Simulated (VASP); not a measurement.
# BiIr (F-43m) in VASP: notebook

BiIr is run at these levels: PBE; tasks: single point.

Program: VASP 6.6.1. These are calculated values, not measurements. Logs are shortened: lines on timing, memory, paths and dates and some standing lists are left out, and cuts for length are marked.

## Step 1: The cell of the first run

The structure is cubic, space group F-43m (No. 216). Conventional cell: a = 6.216 Å, b = 6.216 Å, c = 6.216 Å, α = 90.00°, β = 90.00°, γ = 90.00°. Ir (site symmetry -43m) has 4 Bi at 2.69 Å within 3.5 Å. Bi (site symmetry -43m) has 4 Ir at 2.69 Å within 3.5 Å.

## Step 2: Single point, PBE (30.02 Å³/atom)

Input file INCAR:

```
SYSTEM = BiIr
PREC = Accurate ; ENCUT = 500
EDIFF = 1E-6 ; ISMEAR = 0
SIGMA = 0.05 ; LREAL = .FALSE.
LASPH = .TRUE. ; NELM = 120
ALGO = Normal ; ISIF = 2
LWAVE = .FALSE. ; LCHARG = .FALSE.
GGA = PE ; NBANDS = 19
GGA_COMPAT = .FALSE.
```

Input file KPOINTS:

```
regular mesh
0
G
  10 10 10
  0 0 0
```

Input file POSCAR:

```
BiIr
1.0
    0.0000000000      3.1078431407      3.1078431407
    3.1078431407      0.0000000000      3.1078431407
    3.1078431407      3.1078431407      0.0000000000
Ir Bi
1 1
Direct
    0.0000000000      0.0000000000      0.0000000000
    0.2500000000      0.2500000000      0.2500000000
```

Potentials or basis: VASP PAW PBE potentials, release 64 (Ir, Bi_d).

Command:

```console
$ cat potpaw_PBE.64/Ir/POTCAR potpaw_PBE.64/Bi_d/POTCAR > POTCAR
$ mpirun -np 1 vasp_std > vasp.out
```

OUTCAR:

```text
SYSTEM = BiIr
   PREC = Accurate
   ENCUT = 500
   EDIFF = 1E-6
   ISMEAR = 0
   LREAL = .FALSE.
   LASPH = .TRUE.
   NELM = 120
   ISIF = 2
   GGA = PE

 ion  position               nearest neighbor table
   1  0.000  0.000  0.000-   2 2.69   2 2.69   2 2.69   2 2.69
   2  0.250  0.250  0.250-   1 2.69   1 2.69   1 2.69   1 2.69

  LATTYP: Found a face centered cubic cell.
 ALAT       =     6.2156862814

  Lattice vectors:

 A1 = (   0.0000000000,   3.1078431407,   3.1078431407)
 A2 = (   3.1078431407,   0.0000000000,   3.1078431407)
 A3 = (   3.1078431407,   3.1078431407,   0.0000000000)

Analysis of symmetry for initial positions (statically):
=====================================================================
 Subroutine PRICEL returns:
 Original cell was already a primitive cell.

 Routine SETGRP: Setting up the symmetry group for a
 face centered cubic supercell.

 Subroutine GETGRP returns: Found 24 space group operations
 (whereof 24 operations were pure point group operations)
 out of a pool of 48 trial point group operations.

The static configuration has the point symmetry T_d .

Analysis of symmetry for dynamics (positions and initial velocities):
=====================================================================
 Subroutine PRICEL returns:
 Original cell was already a primitive cell.

 Routine SETGRP: Setting up the symmetry group for a
 face centered cubic supercell.

 Subroutine GETGRP returns: Found 24 space group operations
 (whereof 24 operations were pure point group operations)
 out of a pool of 48 trial point group operations.

The dynamic configuration has the point symmetry T_d .

 Subroutine INISYM returns: Found 24 space group operations
 (whereof 24 operations are pure point group operations),
 and found     1 'primitive' translations

----------------------------------------------------------------------------------------

                                     Primitive cell

  volume of cell :      60.0354

  direct lattice vectors                    reciprocal lattice vectors
     0.000000000  3.107843141  3.107843141    -0.160883281  0.160883281  0.160883281
     3.107843141  0.000000000  3.107843141     0.160883281 -0.160883281  0.160883281
     3.107843141  3.107843141  0.000000000     0.160883281  0.160883281 -0.160883281

  length of vectors
     4.395153919  4.395153919  4.395153919     0.278658016  0.278658016  0.278658016

  position of ions in fractional coordinates (direct lattice)
     0.000000000  0.000000000  0.000000000
[... 76 lines left out ...]
   ENCUT  =  500.0 eV  36.75 Ry    6.06 a.u.   8.01  8.01  8.01*2*pi/ulx,y,z
   NELM   =    120;   NELMIN=  2; NELMDL= -5     # of ELM steps
   EDIFF  = 0.1E-05   stopping-criterion for ELM
   LREAL  =      F    real-space projection
   EDIFFG = 0.1E-04   stopping-criterion for IOM
   NSW    =      0    number of steps for IOM
   IBRION =     -1    ionic relax: 0-MD 1-quasi-New 2-CG
   NFREE  =      0    steps in history (QN), initial steepest desc. (CG)
   ISIF   =      2    stress and relaxation
   ISYM   =      2    0-nonsym 1-usesym 2-fastsym
   POTIM  = 0.5000    time-step for ionic-motion
   TEBEG  =    0.0;   TEEND  =   0.0 temperature during run
   PSTRESS=    0.0 pullay stress
   NELECT =      24.0000    total number of electrons
   NUPDOWN=      -1.0000    fix difference up-down
   EMIN   =  10.00;   EMAX   =-10.00  energy-range for DOS
   EFERMI =   0.00;   METHOD = LEGACY
   ISMEAR =     0;   SIGMA  =   0.05  broadening in eV -4-tet -1-fermi 0-gaus
   EFERMI_NEDOS =   21; number of points for ismear=-14 and -15
   IALGO  =     38    algorithm
   IMIX   =      4    mixing-type and parameters
     AMIX     =   0.40;   BMIX     =  1.00
     AMIX_MAG =   1.60;   BMIX_MAG =  1.00
  volume/ion in A,a.u.               =      30.02       202.57
  Fermi-wavevector in a.u.,A,eV,Ry     =   1.205988  2.278986 19.788394  1.454406
  Thomas-Fermi vector in A             =   2.341668
   LORBIT       =      0    0 simple, 1 ext, 2 COOP (PROOUT), +10 PAW based schemes
   GGA     = PE    functional components
   LHFCALC =     F    Hartree Fock is set to
   AEXX    =    0.0000 exact exchange contribution
   IVDW    =     0    specifies the selected vdW correction
   LEPSILON=     F    determine dielectric tensor
   LRPA    =     F    only Hartree local field effects (RPA)
 non-spin polarized calculation
 Gauss-broadening in eV      SIGMA  =   0.05
  energy-cutoff  :      500.00
  volume of cell :       60.04
 maximum number of plane-waves:      1540
   NGX = 17   NGY = 17   NGZ = 17

 number of electron      24.0000006 magnetization

 Free energy of the ion-electron system (eV)
  ---------------------------------------------------
  ext. energy  EPLUGINS =         0.00000000
  ---------------------------------------------------
  free energy    TOTEN  =       -11.41941593 eV

  energy without entropy =      -11.41808491  energy(sigma->0) =      -11.41875042

 E-fermi :   4.8092     XC(G=0):  -9.7217

 val. band max:        4.7858128943   @ k =   0.3000   0.0000   0.0000
 cond. band min:       4.9083521196   @ k =  -0.3000   0.3000   0.1000
 fundamental gap:      0.1225392252
 Fermi energy:         4.8091810353

 k-point     1 :       0.0000    0.0000    0.0000
  band No.  band energies     occupation
      1     -17.7354      2.00000
      2     -17.7354      2.00000
      3     -17.7354      2.00000
      4     -17.6972      2.00000
      5     -17.6972      2.00000
      6      -6.9275      2.00000
[... 505 lines left out ...]
      6      -6.0199      2.00000
[... 11 lines left out ...]
     18      15.2253      0.00000
     19      16.3160      0.00000

 [... further k-points ...]

------------------------ aborting loop because EDIFF is reached ----------------------------------------

  FORCE on cell =-STRESS in cart. coord.  units (eV):
  Direction    XX          YY          ZZ          XY          YZ          ZX
  --------------------------------------------------------------------------------------
  -------------------------------------------------------------------------------------
  Total       -1.1036601     -1.1036601     -1.1036601     -0.0000000      0.0000000     -0.0000000
  in kB      -29.4536183    -29.4536183    -29.4536183     -0.0000000      0.0000000     -0.0000000
  external PRESSURE =     -29.4536183 kB  Pullay stress =       0.0000000 kB

 VOLUME and BASIS-vectors are now :
 -----------------------------------------------------------------------------
  energy-cutoff  :      500.00
  volume of cell :       60.04
      direct lattice vectors                 reciprocal lattice vectors
     0.000000000  3.107843141  3.107843141    -0.160883281  0.160883281  0.160883281
     3.107843141  0.000000000  3.107843141     0.160883281 -0.160883281  0.160883281
     3.107843141  3.107843141  0.000000000     0.160883281  0.160883281 -0.160883281

 POSITION                                       TOTAL-FORCE (eV/Angst)
 -----------------------------------------------------------------------------------
      0.00000      0.00000      0.00000        -0.000000     -0.000000      0.000000
      1.55392      1.55392      1.55392         0.000000      0.000000     -0.000000
 -----------------------------------------------------------------------------------
    total drift:                                0.000000      0.000000      0.000000

  FREE ENERGIE OF THE ION-ELECTRON SYSTEM (eV)
  ---------------------------------------------------
  free  energy   TOTEN  =       -11.4194159250 eV

  energy  without entropy=      -11.4180849117  energy(sigma->0) =      -11.41875042
```

OSZICAR:

```text
N       E                     dE             d eps       ncg     rms          rms(c)
DAV:   1     0.226258011936E+03    0.22626E+03   -0.11776E+04  1786   0.134E+03
DAV:   2     0.514465764914E+01   -0.22111E+03   -0.21329E+03  1789   0.382E+02
DAV:   3    -0.110780050929E+02   -0.16223E+02   -0.16062E+02  2151   0.115E+02
DAV:   4    -0.115050061230E+02   -0.42700E+00   -0.42677E+00  2087   0.194E+01
DAV:   5    -0.115225035838E+02   -0.17497E-01   -0.17497E-01  2503   0.364E+00    0.491E+00
DAV:   6    -0.114503774990E+02    0.72126E-01   -0.16663E-01  2128   0.405E+00    0.233E+00
DAV:   7    -0.114268354984E+02    0.23542E-01   -0.80116E-02  2497   0.245E+00    0.127E+00
DAV:   8    -0.114192343563E+02    0.76011E-02   -0.36368E-02  1984   0.168E+00    0.160E-01
DAV:   9    -0.114193280763E+02   -0.93720E-04   -0.22903E-03  2181   0.538E-01    0.532E-02
DAV:  10    -0.114193934807E+02   -0.65404E-04   -0.13176E-04  1967   0.120E-01    0.192E-02
DAV:  11    -0.114194149560E+02   -0.21475E-04   -0.22552E-05  1906   0.358E-02    0.336E-03
DAV:  12    -0.114194159250E+02   -0.96905E-06   -0.13864E-06  2075   0.811E-03
   1 F= -.11419416E+02 E0= -.11418750E+02  d E =-.133101E-02
```

stdout:

```text
POSCAR found type information on POSCAR IrBi
 POSCAR found :  2 types and       2 ions
 scaLAPACK will be used
 LDA part: xc-table for (Slater+PW92), standard interpolation
 POSCAR, INCAR and KPOINTS ok, starting setup
 FFT: planning ... GRIDC
 FFT: planning ... GRID_SOFT
 FFT: planning ... GRID
 WAVECAR not read
 entering main loop
```

Wall time 13 s (1 thread of Intel Xeon 6975P-C (Granite Rapids), shared host); peak memory 0.2 GiB.

Results:

```yaml
Free_energy: -11.4194 eV
Pressure: -2.9 GPa
Band_gap_on_the_k_mesh: zero (bands 12 and 13 overlap by 2.56 eV)
```

Caveat: spin-orbit coupling is left out, which moves the levels of the heavy elements.

[end of part 1 of 2]

The gap in the log of VASP goes by the Fermi energy; the results here count the filled bands.